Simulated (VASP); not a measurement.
# TiO2 (P4_2/mnm) in VASP: notebook, part 2 of 2

VASP 6.6.1. Earlier steps stand in the parts before.

### Step 5. Single point, PBE+U (strain +0.040 along x and y, +0.040 along z)

INCAR

```
PREC = Accurate
ENCUT = 520
EDIFF = 1E-6
ISMEAR = 0
SIGMA = 0.05
LREAL = F
LASPH = T
NELM = 150
ALGO = Normal
ISIF = 2
LWAVE = F
LCHARG = T
LMAXMIX = 4
LDAU = T
LDAUTYPE = 2
LDAUL = 2 -1
LDAUU = 4 0
LDAUJ = 0 0
LDAUPRINT = 1
GGA = PE
LELF = T
LVHAR = T
NBANDS = 33
```

KPOINTS

```
Automatic mesh
0
Gamma
  6 6 10
```

POSCAR

```
TiO2
1.0
    4.8259977085      0.0000000000      0.0000000000
    0.0000000000      4.8259977085      0.0000000000
    0.0000000000      0.0000000000      3.1266390186
Ti O
2 4
Direct
    0.0000000000      0.0000000000      0.0000000000
    0.5000000000      0.5000000000      0.5000000000
    0.3056475955      0.3056475955      0.0000000000
    0.1943524045      0.8056475955      0.5000000000
    0.6943524045      0.6943524045      0.0000000000
    0.8056475955      0.1943524045      0.5000000000
```

Potentials or basis: VASP PAW PBE potentials, release 64 (Ti_sv, O).

Run with:

```sh
> cat potpaw_PBE.64/Ti_sv/POTCAR potpaw_PBE.64/O/POTCAR > POTCAR
> mpirun -np 1 vasp_std > vasp.out
```

OUTCAR:

```text
PREC = Accurate
   ENCUT = 520
   EDIFF = 1E-6
   ISMEAR = 0
   LREAL = F
   LASPH = T
   NELM = 150
   ISIF = 2
   GGA = PE

 ion  position               nearest neighbor table
   1  0.000  0.000  0.000-   4 2.05   6 2.05   4 2.05   6 2.05   5 2.09   3 2.09
   2  0.500  0.500  0.500-   3 2.05   5 2.05   3 2.05   5 2.05   4 2.09   6 2.09
   3  0.306  0.306  0.000-   2 2.05   2 2.05   1 2.09
   4  0.194  0.806  0.500-   1 2.05   1 2.05   2 2.09
   5  0.694  0.694  0.000-   2 2.05   2 2.05   1 2.09
   6  0.806  0.194  0.500-   1 2.05   1 2.05   2 2.09

  LATTYP: Found a simple tetragonal cell.
 ALAT       =     4.8259977085
 C/A-ratio  =     0.6478741200

  Lattice vectors:

 A1 = (   4.8259977085,   0.0000000000,   0.0000000000)
 A2 = (   0.0000000000,   4.8259977085,   0.0000000000)
 A3 = (   0.0000000000,   0.0000000000,   3.1266390186)

Analysis of symmetry for initial positions (statically):
=====================================================================
 Subroutine PRICEL returns:
 Original cell was already a primitive cell.

 Routine SETGRP: Setting up the symmetry group for a
[... 253 lines left out ...]
 fundamental gap:      1.9786627067
 Fermi energy:         3.8935794440

 k-point     1 :       0.0000    0.0000    0.0000
  band No.  band energies     occupation
      1     -54.9165      2.00000
      2     -54.9098      2.00000
      3     -31.0590      2.00000
      4     -31.0590      2.00000
      5     -30.9792      2.00000
      6     -30.9792      2.00000
[... 853 lines left out ...]
     32       7.8333      0.00000
     33       8.8720      0.00000

 [... further k-points ...]

------------------------ aborting loop because EDIFF is reached ----------------------------------------

  FORCE on cell =-STRESS in cart. coord.  units (eV):
  Direction    XX          YY          ZZ          XY          YZ          ZX
  --------------------------------------------------------------------------------------
  -------------------------------------------------------------------------------------
  Total       -7.3195648     -7.3195648     -9.7196537      0.0000000      0.0000000      0.0000000
  in kB     -161.0437496   -161.0437496   -213.8500753      0.0000000      0.0000000      0.0000000
  external PRESSURE =    -178.6458582 kB  Pullay stress =       0.0000000 kB

 VOLUME and BASIS-vectors are now :
 -----------------------------------------------------------------------------
  energy-cutoff  :      520.00
  volume of cell :       72.82
      direct lattice vectors                 reciprocal lattice vectors
     4.825997709  0.000000000  0.000000000     0.207211039  0.000000000  0.000000000
     0.000000000  4.825997709  0.000000000     0.000000000  0.207211039  0.000000000
     0.000000000  0.000000000  3.126639019     0.000000000  0.000000000  0.319832252

 POSITION                                       TOTAL-FORCE (eV/Angst)
 -----------------------------------------------------------------------------------
      0.00000      0.00000      0.00000         0.000000      0.000000      0.000000
      2.41300      2.41300      1.56332         0.000000      0.000000      0.000000
      1.47505      1.47505      0.00000         0.247734      0.247734     -0.000000
      0.93794      3.88805      1.56332        -0.247734      0.247734      0.000000
      3.35094      3.35094      0.00000        -0.247734     -0.247734      0.000000
      3.88805      0.93794      1.56332         0.247734     -0.247734      0.000000
 -----------------------------------------------------------------------------------
    total drift:                                0.000000      0.000000      0.000000

  FREE ENERGIE OF THE ION-ELECTRON SYSTEM (eV)
  ---------------------------------------------------
  free  energy   TOTEN  =       -48.0495859169 eV

  energy  without entropy=      -48.0495859169  energy(sigma->0) =      -48.04958592
```

stdout:

```text
POSCAR found type information on POSCAR TiO
 POSCAR found :  2 types and       6 ions
 scaLAPACK will be used
 LDA part: xc-table for (Slater+PW92), standard interpolation
 POSCAR, INCAR and KPOINTS ok, starting setup
 FFT: planning ... GRIDC
 FFT: planning ... GRID_SOFT
 FFT: planning ... GRID
 WAVECAR not read
 entering main loop
```

Run time: 5.1 min. Hardware: 1 thread of Intel Xeon 8259CL, shared host; peak memory 0.25 GiB.

What came out:

```
Free energy            : -48.0496 eV
Pressure               : -17.9 GPa
Largest force          : 0.350 eV/Å
Band gap on the k mesh : 1.98 eV (least direct gap 2.00 eV)
```

Forces in eV/Å, atoms in the order of the input:
```
Ti   0.000  0.000  0.000
Ti   0.000  0.000  0.000
O    0.248  0.248  0.000
O   -0.248  0.248  0.000
O   -0.248 -0.248  0.000
O    0.248 -0.248  0.000
```

Eigenvalues of the final occupation matrices:
| site | spin | trace | eigenvalues |
| --- | --- | --- | --- |
| site 1 d | 1 | 0.72 | 0.07 0.09 0.10 0.22 0.25 |
| site 1 d | 2 | 0.72 | 0.07 0.09 0.10 0.22 0.25 |
| site 2 d | 1 | 0.72 | 0.07 0.09 0.10 0.22 0.25 |
| site 2 d | 2 | 0.72 | 0.07 0.09 0.10 0.22 0.25 |

Caveat: the cell differs from its parent crystal (strain +0.040 along x and y, +0.040 along z); the cell stands under tension. A k mesh can miss the band edges.

### Step 6. The runs side by side

```tsv
potentials or basis	cell	cutoff (eV)	gap on the mesh (eV)	pressure (GPa)	largest force (eV/Å)
VASP PAW PBE potentials, release 64 (Ti_sv, O_h)	a = 4.269, b = 4.269, c = 3.006 Å, 6 atoms	910	2.76	54.6	0.16
VASP PAW PBE potentials, release 64 (Ti_sv, O)	a = 4.826, b = 4.826, c = 3.006 Å, 6 atoms	520	2.12	-10.4	0.26
VASP PAW PBE potentials, release 64 (Ti_sv, O)	a = 5.012, b = 5.012, c = 2.886 Å, 6 atoms	520	2.09	-12.3	0.65
VASP PAW PBE potentials, release 64 (Ti_sv, O)	a = 4.826, b = 4.826, c = 3.127 Å, 6 atoms	520	1.98	-17.9	0.35
```

Alike in all rows: task single point; level PBE+U; no spin polarisation; Ti d U = 4.0 eV; k mesh 6 × 6 × 10; smearing gaussian 0.05 eV.

Caveats: the cell stands under tension (at least some runs); the cutoff is under 1.25 times the usual one of these potentials, so pressure, stress and relaxed cells hold a basis-set (Pulay) error (at least some runs); the cell stands under pressure (at least some runs).

Total energies depend on the potentials used, so only differences within one code and one set of settings carry meaning.
